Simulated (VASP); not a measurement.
# Hf (P6_3/mmc) in VASP: elastic constants with LDA

Aim: the elastic constants of Hf with LDA.

Everything below comes from runs of VASP 6.6.1. Logs are shortened: lines on timing, memory, paths and dates and some standing lists are left out, and cuts for length are marked.

**1. The cell of the first run**

Symmetry: P6_3/mmc, No. 194, hexagonal system. Conventional cell: a = 3.116 Å, b = 3.116 Å, c = 4.959 Å, α = 90.00°, β = 90.00°, γ = 120.00°. Hf (site symmetry -6m2) has 12 Hf at 3.06 to 3.12 Å within 4.0 Å.

**2. Elastic constants, LDA**

Input file INCAR:

```
  PREC = Accurate
  ENCUT = 600
  EDIFF = 1E-8
  ISMEAR = -1
  SIGMA = 0.15
  LREAL = False
  LASPH = True
  NELM = 60
  ALGO = Fast
  ISIF = 3
  LWAVE = False
  LCHARG = False
  IBRION = 6
  NFREE = 2
  POTIM = 0.015
  NSW = 1
```

Input file KPOINTS:

```
Automatic mesh
0
Gamma
  15 15 8
```

Input file POSCAR:

```
Hf
1.0
    3.1160197311      0.0000000000      0.0000000000
   -1.5580098656      2.6985522458      0.0000000000
    0.0000000000      0.0000000000      4.9592349200
Hf
2
Direct
    0.3333333333      0.6666666667      0.2500000000
    0.6666666667      0.3333333333      0.7500000000
```

Potentials or basis: VASP PAW LDA potentials, release 64 (Hf_pv).

Started as:

```bash
> cat potpaw_LDA.64/Hf_pv/POTCAR > POTCAR
> mpirun -np 1 vasp_std > vasp.out
```

OUTCAR:

```text
PREC = Accurate
   ENCUT = 600
   EDIFF = 1E-8
   ISMEAR = -1
   LREAL = False
   LASPH = True
   NELM = 60
   ISIF = 3
   IBRION = 6
   NFREE = 2
   POTIM = 0.015
   NSW = 1

 ion  position               nearest neighbor table
   1  0.333  0.667  0.250-   2 3.06   2 3.06   2 3.06   2 3.06   2 3.06   2 3.06
   2  0.667  0.333  0.750-   1 3.06   1 3.06   1 3.06   1 3.06   1 3.06   1 3.06

  LATTYP: Found a hexagonal cell.
 ALAT       =     3.1160197311
 C/A-ratio  =     1.5915287283

  Lattice vectors:

 A1 = (   3.1160197311,   0.0000000000,   0.0000000000)
 A2 = (  -1.5580098656,   2.6985522458,   0.0000000000)
 A3 = (   0.0000000000,   0.0000000000,   4.9592349200)

Analysis of symmetry for initial positions (statically):
=====================================================================
 Subroutine PRICEL returns:
 Original cell was already a primitive cell.

 Routine SETGRP: Setting up the symmetry group for a
 hexagonal supercell.

 Subroutine GETGRP returns: Found 24 space group operations
 (whereof 12 operations were pure point group operations)
 out of a pool of 24 trial point group operations.

The static configuration has the point symmetry D_3d.
 The point group associated with its full space group is D_6h.

Analysis of symmetry for dynamics (positions and initial velocities):
=====================================================================
 Subroutine PRICEL returns:
 Original cell was already a primitive cell.

 Routine SETGRP: Setting up the symmetry group for a
 hexagonal supercell.

 Subroutine GETGRP returns: Found 24 space group operations
 (whereof 12 operations were pure point group operations)
 out of a pool of 24 trial point group operations.

The dynamic configuration has the point symmetry D_3d.
 The point group associated with its full space group is D_6h.

[... 743 lines left out ...]
      4     -25.0140      2.00000
      5     -24.8234      2.00000
      6     -24.7801      2.00000
      7       2.7158      2.00000
      8       2.8890      2.00000
      9       3.1881      2.00000
     10       4.2236      1.99783
     11       5.6413      0.13474
     12       5.9748      0.01552
     13       7.2340      0.00000
     14      10.6425      0.00000

 [... further k-points ...]

------------------------ aborting loop because EDIFF is reached ----------------------------------------

  FORCE on cell =-STRESS in cart. coord.  units (eV):
  Direction    XX          YY          ZZ          XY          YZ          ZX
  --------------------------------------------------------------------------------------
  -------------------------------------------------------------------------------------
  Total        0.0275336      0.0275336      0.0255257     -0.0000000      0.0000000      0.0000000
  in kB        1.0578576      1.0578576      0.9807139     -0.0000000      0.0000000      0.0000000
  external PRESSURE =       1.0321431 kB  Pullay stress =       0.0000000 kB
[... 17 lines left out ...]
  FREE ENERGIE OF THE ION-ELECTRON SYSTEM (eV)
  ---------------------------------------------------
  free  energy   TOTEN  =       -21.4528734837 eV

  energy  without entropy=      -21.3181563258  energy(sigma->0) =      -21.38551490

 INTERNAL STRAIN TENSORS FROM STRAINED CELLS
 ============================================

 INTERNAL STRAIN TENSOR FOR ION    1 for displacements in x,y,z  (eV/Angst):
          X           Y           Z          XY          YZ          ZX
  --------------------------------------------------------------------------------
  x     0.00000    -0.00000    -0.00000    -2.53414    -0.00000     0.00000
  y    -2.53379     2.52064    -0.00000     0.00014     0.00017    -0.00005
  z     0.00000     0.00000     0.00000     0.00000    -0.00084    -0.00000

 INTERNAL STRAIN TENSORS FROM DISPLACED ATOMS
 ============================================

 INTERNAL STRAIN TENSOR FOR ION    1 for displacements in x,y,z  (eV/Angst):
          X           Y           Z          XY          YZ          ZX
  --------------------------------------------------------------------------------
  x     0.00000    -0.00000     0.00000    -2.53574     0.00000     0.00000
  y    -2.53574     2.53574     0.00000    -0.00000     0.00000     0.00000
  z    -0.00000    -0.00000    -0.00000     0.00000    -0.00000     0.00000

 INTERNAL STRAIN TENSOR FOR ION    2 for displacements in x,y,z  (eV/Angst):
          X           Y           Z          XY          YZ          ZX
  --------------------------------------------------------------------------------
  x    -0.00000     0.00000    -0.00000     2.53574     0.00000     0.00000
  y     2.53574    -2.53574    -0.00000     0.00000     0.00000     0.00000
  z     0.00000     0.00000     0.00000     0.00000     0.00000     0.00000

 Eigenvectors and eigenvalues of the dynamical matrix
 ----------------------------------------------------

   1 f  =    3.545927 THz    22.279719 2PiTHz  118.279405 cm-1    14.664771 meV
             X         Y         Z           dx          dy          dz
     -0.000000  1.799035  1.239809    -0.000000    0.000000    0.707107
      1.558010  0.899517  3.719426     0.000000    0.000000   -0.707107
[... 21 lines left out ...]
   6 f  =    0.000000 THz     0.000000 2PiTHz    0.000000 cm-1     0.000000 meV
             X         Y         Z           dx          dy          dz
     -0.000000  1.799035  1.239809    -0.000000    0.000000    0.707107
      1.558010  0.899517  3.719426     0.000000    0.000000    0.707107

--------------------------------------------------------------------------------------------------------

 ELASTIC MODULI CONTR FROM IONIC RELAXATION (kBar)
 Direction    XX          YY          ZZ          XY          YZ          ZX
 --------------------------------------------------------------------------------
 XX        -178.2599    178.2599      0.0000      0.0000     -0.0000      0.0000
 YY         178.2599   -178.2599     -0.0000      0.0000     -0.0000      0.0000
 ZZ           0.0000     -0.0000     -0.0000      0.0000     -0.0000      0.0000
 XY           0.0000      0.0000      0.0000   -178.2599     -0.0000      0.0000
 YZ          -0.0000     -0.0000     -0.0000     -0.0000     -0.0000      0.0000
 ZX           0.0000      0.0000      0.0000      0.0000      0.0000      0.0000
 --------------------------------------------------------------------------------

 TOTAL ELASTIC MODULI (kBar)
 Direction    XX          YY          ZZ          XY          YZ          ZX
 --------------------------------------------------------------------------------
 XX        1806.1992    908.8809    821.5759     -0.0000     -0.0000      0.0000
 YY         908.8809   1806.1992    821.5759     -0.0000     -0.0000     -0.0000
 ZZ         821.5759    821.5759   2135.9735     -0.0000     -0.0000     -0.0000
 XY          -0.0000     -0.0000     -0.0000    448.6592     -0.0000     -0.0000
 YZ          -0.0000     -0.0000     -0.0000     -0.0000    408.8253     -0.0000
 ZX          -0.0000     -0.0000     -0.0000     -0.0000     -0.0000    408.8253
 --------------------------------------------------------------------------------
```

It took 73 min on 1 thread of Oxide Virtual Turin-like, shared host; peak memory 0.66 GiB.

Results:

* Voigt bulk modulus: 121 GPa
* Highest phonon frequency at Γ: 118 cm⁻¹

Phonon frequencies in cm⁻¹ (negative: imaginary):
```
              q point      frequencies
(0.000, 0.000, 0.000)  0 0 0 65 65 118
```

Elastic tensor in Voigt notation (GPa, in the Cartesian axes of the cell as first typed):
```
181  91  82   0   0   0
 91 181  82   0   0   0
 82  82 214   0   0   0
  0   0   0  41   0   0
  0   0   0   0  41   0
  0   0   0   0   0  45
```

Clamped-ion elastic tensor (GPa):
```
198  73  82   0   0   0
 73 198  82   0   0   0
 82  82 214   0   0   0
  0   0   0  41   0   0
  0   0   0   0  41   0
  0   0   0   0   0  63
```

Caveat: spin-orbit coupling is left out, which moves the levels of the heavy elements.
